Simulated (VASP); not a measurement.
# SiC (P6_3mc) in VASP: a series of runs, part 2 of 2

VASP 6.6.1. The steps go on from the part before.

## Step 4: Relaxation of cell and atoms, PBEsol

The input, INCAR:

```
SYSTEM = SiC
ALGO = Normal ; EDIFF = 1E-7
EDIFFG = -0.005 ; ENCUT = 600
GGA = PS ; IBRION = 2
ISIF = 3 ; ISMEAR = 0
LASPH = .True. ; LCHARG = .False.
LREAL = .False. ; LWAVE = .False.
NELM = 60 ; NSW = 100
PREC = Accurate ; SIGMA = 0.02
```

The input, KPOINTS:

```
k-points
0
Gamma
  12 12 4
  0 0 0
```

The input, POSCAR:

```
SiC
1.0
    3.0756941497      0.0000000000      0.0000000000
   -1.5378470748      2.6636292679      0.0000000000
    0.0000000000      0.0000000000     10.0706464800
Si C
4 4
Direct
    0.6666666700      0.3333333300      0.9378419800
    0.3333333300      0.6666666700      0.4378419800
    0.0000000000      0.0000000000      0.6878943800
    0.0000000000      0.0000000000      0.1878943800
    0.6666666700      0.3333333300      0.7498025900
    0.3333333300      0.6666666700      0.2498025900
    0.0000000000      0.0000000000      0.5004600500
    0.0000000000      0.0000000000      0.0004600500
```

Potentials or basis: VASP PAW PBE potentials, release 64 (Si, C).

Command:

```
> cat potpaw_PBE.64/Si/POTCAR potpaw_PBE.64/C/POTCAR > POTCAR
> mpirun -np 1 vasp_std > vasp.out
```

OUTCAR:

```text
SYSTEM = SiC
   EDIFF = 1E-7
   EDIFFG = -0.005
   ENCUT = 600
   GGA = PS
   IBRION = 2
   ISIF = 3
   ISMEAR = 0
   LASPH = .True.
   LREAL = .False.
   NELM = 60
   NSW = 100
   PREC = Accurate

 ion  position               nearest neighbor table
   1  0.667  0.333  0.938-   8 1.88   8 1.88   8 1.88   5 1.89   3 3.08   3 3.08   3 3.08   4 3.08
                             4 3.08   4 3.08
   2  0.333  0.667  0.438-   7 1.88   7 1.88   7 1.88   6 1.89   4 3.08   4 3.08   4 3.08   3 3.08
                             3 3.08   3 3.08
   3  0.000  0.000  0.688-   5 1.88   5 1.88   5 1.88   7 1.89   1 3.08   1 3.08   1 3.08   2 3.08
                             2 3.08   2 3.08
   4  0.000  0.000  0.188-   6 1.88   6 1.88   6 1.88   8 1.89   2 3.08   2 3.08   2 3.08   1 3.08
                             1 3.08   1 3.08
   5  0.667  0.333  0.750-   3 1.88   3 1.88   3 1.88   1 1.89
   6  0.333  0.667  0.250-   4 1.88   4 1.88   4 1.88   2 1.89
   7  0.000  0.000  0.500-   2 1.88   2 1.88   2 1.88   3 1.89
   8  0.000  0.000  0.000-   1 1.88   1 1.88   1 1.88   4 1.89

  LATTYP: Found a hexagonal cell.
 ALAT       =     3.0756941497
 C/A-ratio  =     3.2742678530

  Lattice vectors:

 A1 = (   3.0756941497,   0.0000000000,   0.0000000000)
 A2 = (  -1.5378470748,   2.6636292679,   0.0000000000)
 A3 = (   0.0000000000,   0.0000000000,  10.0706464800)

Analysis of symmetry for initial positions (statically):
=====================================================================
 Subroutine PRICEL returns:
 Original cell was already a primitive cell.

 Routine SETGRP: Setting up the symmetry group for a
 hexagonal supercell.

 Subroutine GETGRP returns: Found 12 space group operations
 (whereof  6 operations were pure point group operations)
 out of a pool of 24 trial point group operations.

The static configuration has the point symmetry C_3v.
 The point group associated with its full space group is C_6v.

Analysis of symmetry for dynamics (positions and initial velocities):
=====================================================================
 Subroutine PRICEL returns:
[... 153 lines left out ...]
 conjugate gradient relaxation of ions
 non-spin polarized calculation
 Gauss-broadening in eV      SIGMA  =   0.02
  energy-cutoff  :      600.00
  volume of cell :       82.50
 maximum number of plane-waves:      2790
 NGX is ok and might be reduce to    28
   NGX = 13   NGY = 13   NGZ = 41

--------------------------------------- Ionic step        1  -------------------------------------------

 number of electron      32.0000001 magnetization

 Free energy of the ion-electron system (eV)
  ---------------------------------------------------
  ext. energy  EPLUGINS =         0.00000000
  ---------------------------------------------------
  free energy    TOTEN  =       -63.67549688 eV

  energy without entropy =      -63.67549688  energy(sigma->0) =      -63.67549688

------------------------ aborting loop because EDIFF is reached ----------------------------------------

  FORCE on cell =-STRESS in cart. coord.  units (eV):
  Direction    XX          YY          ZZ          XY          YZ          ZX
  --------------------------------------------------------------------------------------
  -------------------------------------------------------------------------------------
  Total        0.3721626      0.3721626      0.3082501      0.0000000      0.0000000      0.0000000
  in kB        7.2271819      7.2271819      5.9860396      0.0000000      0.0000000      0.0000000
  external PRESSURE =       6.8134678 kB  Pullay stress =       0.0000000 kB
[... 71 lines left out ...]
--------------------------------------- Ionic step        3  -------------------------------------------

 number of electron      32.0000001 magnetization

 Free energy of the ion-electron system (eV)
  ---------------------------------------------------
  ext. energy  EPLUGINS =         0.00000000
  ---------------------------------------------------
  free energy    TOTEN  =       -63.67602976 eV

  energy without entropy =      -63.67602976  energy(sigma->0) =      -63.67602976

 E-fermi :   8.2676     XC(G=0): -11.5026

 val. band max:        8.1248014587   @ k =   0.0000   0.0000   0.0000
 cond. band min:      10.2339922950   @ k =   0.5000   0.0000   0.0000
 fundamental gap:      2.1091908363
 Fermi energy:         8.2675806793

 k-point     1 :       0.0000    0.0000    0.0000
  band No.  band energies     occupation
      1      -7.3776      2.00000
      2      -6.1942      2.00000
      3      -6.1585      2.00000
      4      -3.7732      2.00000
      5      -0.5500      2.00000
      6       3.7208      2.00000
[... 565 lines left out ...]
     20      13.4431      0.00000
     21      13.8018      0.00000

 [... further k-points ...]

------------------------ aborting loop because EDIFF is reached ----------------------------------------

  FORCE on cell =-STRESS in cart. coord.  units (eV):
  Direction    XX          YY          ZZ          XY          YZ          ZX
  --------------------------------------------------------------------------------------
  -------------------------------------------------------------------------------------
  Total        0.0042033      0.0042033      0.0012169      0.0000000      0.0000000      0.0000000
  in kB        0.0813795      0.0813795      0.0235604      0.0000000      0.0000000      0.0000000
  external PRESSURE =       0.0621065 kB  Pullay stress =       0.0000000 kB
[... 23 lines left out ...]
  FREE ENERGIE OF THE ION-ELECTRON SYSTEM (eV)
  ---------------------------------------------------
  free  energy   TOTEN  =       -63.6760297569 eV

  energy  without entropy=      -63.6760297569  energy(sigma->0) =      -63.67602976

 reached required accuracy - stopping structural energy minimisation
```

CONTCAR:

```text
SiC
   1.00000000000000
     3.0789872909976421    0.0000000000000618    0.0000000000000000
    -1.5394936454487140    2.6664812119219423    0.0000000000000000
    -0.0000000000000000    0.0000000000000000   10.0795773788109848
  Si              C
     4     4
Direct
     0.6666666699999979    0.3333333300000021    0.9378312997251548
     0.3333333300000021    0.6666666699999979    0.4378312997251547
     1.0000000000000000    0.0000000000000000    0.6878996196240145
     1.0000000000000000    0.0000000000000000    0.1878996196240145
     0.6666666699999979    0.3333333300000021    0.7498117455870535
     0.3333333300000021    0.6666666699999979    0.2498117455870535
     0.0000000000000000    0.0000000000000000    0.5004563350637846
     0.0000000000000000    1.0000000000000000    0.0004563350637846

  0.00000000E+00  0.00000000E+00  0.00000000E+00
  0.00000000E+00  0.00000000E+00  0.00000000E+00
  0.00000000E+00  0.00000000E+00  0.00000000E+00
  0.00000000E+00  0.00000000E+00  0.00000000E+00
  0.00000000E+00  0.00000000E+00  0.00000000E+00
  0.00000000E+00  0.00000000E+00  0.00000000E+00
  0.00000000E+00  0.00000000E+00  0.00000000E+00
  0.00000000E+00  0.00000000E+00  0.00000000E+00
```

Run time: 1.8 min. Hardware: 1 thread of Intel Xeon 6975P-C (Granite Rapids), shared host; peak memory 0.29 GiB.

Results:

```
Free energy                           : -63.6760 eV
Relaxed volume                        : 10.34 Å³/atom
Relaxed cell                          : a = 3.079 Å, b = 3.079 Å, c = 10.080 Å, α = 90.00°, β = 90.00°, γ = 120.00°
Space group after relaxing (to 0.1 Å) : P6_3mc (No. 186)
Energy gained by relaxing             : 0.1 meV/atom
Ionic steps                           : 3
Pressure after relaxing               : 0.0 GPa
Band gap on the k mesh                : 2.11 eV (least direct gap 3.23 eV)
```

Forces in eV/Å, atoms in the order of the input:
```
Si   0.000  0.000  0.002
Si   0.000  0.000  0.002
Si   0.000  0.000  0.002
Si   0.000  0.000  0.002
C    0.000  0.000 -0.001
C    0.000  0.000 -0.001
C    0.000  0.000 -0.002
C    0.000  0.000 -0.002
```

The path:
```tsv
step	energy change (eV)	largest force (eV/Å)	pressure (GPa)	volume (Å³)
1	0.0000	0.0047	0.68	82.50
2	0.0001	0.0093	-0.72	83.03
3	-0.0005	0.0025	0.01	82.75
```

Final structure:
```xyz
8
Lattice="3.0790 0.0000 0.0000 -1.5395 2.6665 0.0000 0.0000 0.0000 10.0796" Properties=species:S:1:pos:R:3 pbc="T T T"
Si    1.5395    0.8888    9.4529
Si    0.0000    1.7777    4.4132
Si    3.0790    0.0000    6.9337
Si    3.0790    0.0000    1.8939
C     1.5395    0.8888    7.5578
C     0.0000    1.7777    2.5180
C     0.0000    0.0000    5.0444
C    -1.5395    2.6665    0.0046
```

Levels at points of the mesh, in eV from the valence-band top:
```
           k point  band 12  band 13  band 14  band 15  band 16  band 17  band 18  band 19  band 20  band 21
(0.00, 0.00, 0.00)    -0.59    -0.59    -0.05     0.00     0.00     5.03     5.60     6.24     6.24     6.91
(0.50, 0.00, 0.00)    -2.40    -2.38    -2.23    -1.59    -1.13     2.11     2.24     4.11     4.65     5.19
(0.00, 0.00, 0.50)    -1.05    -0.21    -0.21    -0.21    -0.21     5.23     5.23     6.69     6.69     6.99
(0.50, 0.00, 0.50)    -3.04    -2.53    -2.53    -1.56    -1.56     2.53     2.53     4.10     4.10     6.03
```

Caveat: the PAW data sets were made with another functional, which shifts forces and pressure a little. A k mesh can miss the band edges.

## Step 5: Single point, PBEsol

This run uses another cell than the first one, of 10.33 Å³/atom.

The input, INCAR:

```
PREC     = Accurate       # precision mode
ENCUT    = 520            # plane-wave cutoff, eV
EDIFF    = 1E-6           # SCF threshold, eV
ISMEAR   = 0              # smearing method
SIGMA    = 0.02           # smearing width, eV
LREAL    = False          # projectors in reciprocal space
LASPH    = True           # aspherical terms in the spheres
NELM     = 60             # most SCF steps
ALGO     = Normal         # electronic algorithm
ISIF     = 2              # what is computed and relaxed
LWAVE    = False          # write WAVECAR
LCHARG   = False          # write CHGCAR
GGA      = PS             # functional
NBANDS   = 26             # bands
```

The input, KPOINTS:

```
Automatic mesh
0
Gamma
  12 12 4
```

The input, POSCAR:

```
SiC
1.0
    3.0780369139      0.0000000000      0.0000000000
   -1.5390184569      2.6656581612      0.0000000000
    0.0000000000      0.0000000000     10.0756977036
Si C
4 4
Direct
    0.6666666667      0.3333333333      0.9378298151
    0.3333333333      0.6666666667      0.4378298151
    0.0000000000      0.0000000000      0.6878977744
    0.0000000000      0.0000000000      0.1878977744
    0.6666666667      0.3333333333      0.7498180129
    0.3333333333      0.6666666667      0.2498180129
    0.0000000000      0.0000000000      0.5004533977
    0.0000000000      0.0000000000      0.0004533977
```

Command:

```
> cat potpaw_PBE.64/Si/POTCAR potpaw_PBE.64/C/POTCAR > POTCAR
> mpirun -np 1 vasp_std > vasp.out
```

Wall time 100 s (1 thread of Intel Xeon 8259CL, shared host); peak memory 0.25 GiB.

It converged, with:

```yaml
Free_energy: -63.6716 eV
Pressure: 0.4 GPa
Largest_force: 0.004 eV/Å
Band_gap_on_the_k_mesh: 2.11 eV (least direct gap 3.23 eV)
```

Forces on the atoms (eV/Å):
```
Si   0.000  0.000  0.003
Si   0.000  0.000  0.003
Si   0.000  0.000  0.003
Si   0.000  0.000  0.003
C    0.000  0.000 -0.004
C    0.000  0.000 -0.004
C    0.000  0.000 -0.002
C    0.000  0.000 -0.002
```

Levels at points of the mesh, in eV from the valence-band top:
| k point | band 14 | band 15 | band 16 | band 17 | band 18 | band 19 |
| --- | --- | --- | --- | --- | --- | --- |
| (0.00, 0.00, 0.00) | -0.05 | 0.00 | 0.00 | 5.03 | 5.61 | 6.25 |
| (0.50, 0.00, 0.00) | -2.23 | -1.59 | -1.13 | 2.11 | 2.23 | 4.11 |
| (0.00, 0.00, 0.50) | -0.21 | -0.21 | -0.21 | 5.24 | 5.24 | 6.70 |
| (0.50, 0.00, 0.50) | -2.53 | -1.56 | -1.56 | 2.53 | 2.53 | 4.10 |

Caveat: the PAW data sets were made with another functional, which shifts forces and pressure a little. A k mesh can miss the band edges.

## Step 6: Single point, PBEsol

This run uses another cell than the first one, of 10.33 Å³/atom.

The input, INCAR:

```
SYSTEM = SiC
PREC = Accurate
ENCUT = 520
EDIFF = 1E-6
ISMEAR = 0
SIGMA = 0.02
LREAL = .FALSE.
LASPH = .TRUE.
NELM = 100
ALGO = Normal
ISIF = 2
LWAVE = .FALSE.
LCHARG = .FALSE.
GGA = PS
NBANDS = 26
```

The input, KPOINTS:

```
regular mesh
0
G
  12 12 4
  0 0 0
```

POSCAR is that of step 5.

Potentials or basis: VASP PAW PBE potentials, release 64 (Si, C).

Command:

```
> cat potpaw_PBE.64/Si/POTCAR potpaw_PBE.64/C/POTCAR > POTCAR
> mpirun -np 1 vasp_std > vasp.out
```

OUTCAR:

```text
SYSTEM = SiC
   PREC = Accurate
   ENCUT = 520
   EDIFF = 1E-6
   ISMEAR = 0
   LREAL = .FALSE.
   LASPH = .TRUE.
   NELM = 100
   ISIF = 2
   GGA = PS

 ion  position               nearest neighbor table
   1  0.667  0.333  0.938-   8 1.89   8 1.89   8 1.89   5 1.89   3 3.08   3 3.08   3 3.08   4 3.08
                             4 3.08   4 3.08
   2  0.333  0.667  0.438-   7 1.89   7 1.89   7 1.89   6 1.89   4 3.08   4 3.08   4 3.08   3 3.08
                             3 3.08   3 3.08
   3  0.000  0.000  0.688-   5 1.88   5 1.88   5 1.88   7 1.89   1 3.08   1 3.08   1 3.08   2 3.08
                             2 3.08   2 3.08
   4  0.000  0.000  0.188-   6 1.88   6 1.88   6 1.88   8 1.89   2 3.08   2 3.08   2 3.08   1 3.08
                             1 3.08   1 3.08
   5  0.667  0.333  0.750-   3 1.88   3 1.88   3 1.88   1 1.89
   6  0.333  0.667  0.250-   4 1.88   4 1.88   4 1.88   2 1.89
   7  0.000  0.000  0.500-   2 1.89   2 1.89   2 1.89   3 1.89
   8  0.000  0.000  0.000-   1 1.89   1 1.89   1 1.89   4 1.89

  LATTYP: Found a hexagonal cell.
 ALAT       =     3.0780369139
 C/A-ratio  =     3.2734167866

  Lattice vectors:

[... 199 lines left out ...]

 k-point     1 :       0.0000    0.0000    0.0000
  band No.  band energies     occupation
      1      -7.3737      2.00000
      2      -6.1894      2.00000
      3      -6.1534      2.00000
      4      -3.7648      2.00000
      5      -0.5440      2.00000
      6       3.7314      2.00000
[... 685 lines left out ...]
     25      16.6773      0.00000
     26      17.3450      0.00000

 [... further k-points ...]

------------------------ aborting loop because EDIFF is reached ----------------------------------------

  FORCE on cell =-STRESS in cart. coord.  units (eV):
  Direction    XX          YY          ZZ          XY          YZ          ZX
  --------------------------------------------------------------------------------------
  -------------------------------------------------------------------------------------
  Total        0.1782034      0.1782034      0.1989295      0.0000000      0.0000000      0.0000000
  in kB        3.4536090      3.4536090      3.8552844      0.0000000      0.0000000      0.0000000
  external PRESSURE =       3.5875008 kB  Pullay stress =       0.0000000 kB

 VOLUME and BASIS-vectors are now :
 -----------------------------------------------------------------------------
  energy-cutoff  :      520.00
  volume of cell :       82.67
      direct lattice vectors                 reciprocal lattice vectors
     3.078036914  0.000000000  0.000000000     0.324882394  0.187570937  0.000000000
    -1.539018457  2.665658161  0.000000000     0.000000000  0.375141875  0.000000000
     0.000000000  0.000000000 10.075697704     0.000000000  0.000000000  0.099248710

 POSITION                                       TOTAL-FORCE (eV/Angst)
 -----------------------------------------------------------------------------------
      1.53902      0.88855      9.44929         0.000000     -0.000000      0.002955
     -0.00000      1.77711      4.41144         0.000000     -0.000000      0.002955
      0.00000      0.00000      6.93105        -0.000000     -0.000000      0.003425
      0.00000      0.00000      1.89320         0.000000      0.000000      0.003425
      1.53902      0.88855      7.55494        -0.000000     -0.000000     -0.004050
     -0.00000      1.77711      2.51709         0.000000     -0.000000     -0.004050
      0.00000      0.00000      5.04242        -0.000000     -0.000000     -0.002330
      0.00000      0.00000      0.00457        -0.000000      0.000000     -0.002330
 -----------------------------------------------------------------------------------
    total drift:                               -0.000000     -0.000000      0.000078

  FREE ENERGIE OF THE ION-ELECTRON SYSTEM (eV)
  ---------------------------------------------------
  free  energy   TOTEN  =       -63.6716027331 eV

  energy  without entropy=      -63.6716027331  energy(sigma->0) =      -63.67160273
```

OSZICAR:

```text
N       E                     dE             d eps       ncg     rms          rms(c)
DAV:   1     0.685512547210E+02    0.68551E+02   -0.14499E+04  2964   0.111E+03
DAV:   2    -0.638687463829E+02   -0.13242E+03   -0.12233E+03  4036   0.189E+02
DAV:   3    -0.707848112814E+02   -0.69161E+01   -0.68655E+01  4002   0.400E+01
DAV:   4    -0.708702678867E+02   -0.85457E-01   -0.85328E-01  3776   0.523E+00
DAV:   5    -0.708717437300E+02   -0.14758E-02   -0.14749E-02  3976   0.649E-01    0.175E+01
DAV:   6    -0.639586157714E+02    0.69131E+01   -0.17972E+01  3794   0.184E+01    0.804E+00
DAV:   7    -0.637304417474E+02    0.22817E+00   -0.20383E+00  4064   0.635E+00    0.330E+00
DAV:   8    -0.636783501549E+02    0.52092E-01   -0.12485E-01  3630   0.164E+00    0.950E-01
DAV:   9    -0.636713580069E+02    0.69921E-02   -0.16343E-02  3768   0.653E-01    0.151E-01
DAV:  10    -0.636715857351E+02   -0.22773E-03   -0.99636E-04  3788   0.162E-01    0.730E-02
DAV:  11    -0.636716029552E+02   -0.17220E-04   -0.70100E-05  3798   0.532E-02    0.127E-02
DAV:  12    -0.636716027331E+02    0.22215E-06   -0.49882E-06  3644   0.114E-02
   1 F= -.63671603E+02 E0= -.63671603E+02  d E =-.375581E-20
```

Wall time 1.8 min (1 thread of Intel Xeon 8259CL, shared host); peak memory 0.25 GiB.

Results:

```yaml
Free_energy: -63.6716 eV
Pressure: 0.4 GPa
Largest_force: 0.004 eV/Å
Band_gap_on_the_k_mesh: 2.11 eV (least direct gap 3.23 eV)
```

Forces in eV/Å, atoms in the order of the input:
```
Si   0.000  0.000  0.003
Si   0.000  0.000  0.003
Si   0.000  0.000  0.003
Si   0.000  0.000  0.003
C    0.000  0.000 -0.004
C    0.000  0.000 -0.004
C    0.000  0.000 -0.002
C    0.000  0.000 -0.002
```

Caveat: the PAW data sets were made with another functional, which shifts forces and pressure a little.

## Step 7: The runs side by side

```csv
task,cell,k mesh,cutoff (eV),smearing,gap on the mesh (eV),pressure (GPa)
single point,"a = 3.076, b = 3.076, c = 10.071 Å, angles 90.0, 90.0, 120.0°, 8 atoms",6 × 6 × 2,520,gaussian 0.1 eV,2.11,0.8
single point,"a = 3.078, b = 3.078, c = 10.076 Å, angles 90.0, 90.0, 120.0°, 8 atoms",12 × 12 × 4,520,gaussian 0.02 eV,2.11,0.4
relaxation of cell and atoms,"relaxed from a = 3.076, b = 3.076, c = 10.071 Å, angles 90.0, 90.0, 120.0°, 8 atoms",12 × 12 × 4,600,gaussian 0.02 eV,2.11,0.0
```

Alike in all rows: level PBEsol; potentials or basis VASP PAW PBE potentials, release 64 (Si, C); no spin polarisation.

Caveats: the PAW data sets were made with another functional, which shifts forces and pressure a little.

Total energies depend on the potentials used, so only differences within one code and one set of settings carry meaning.
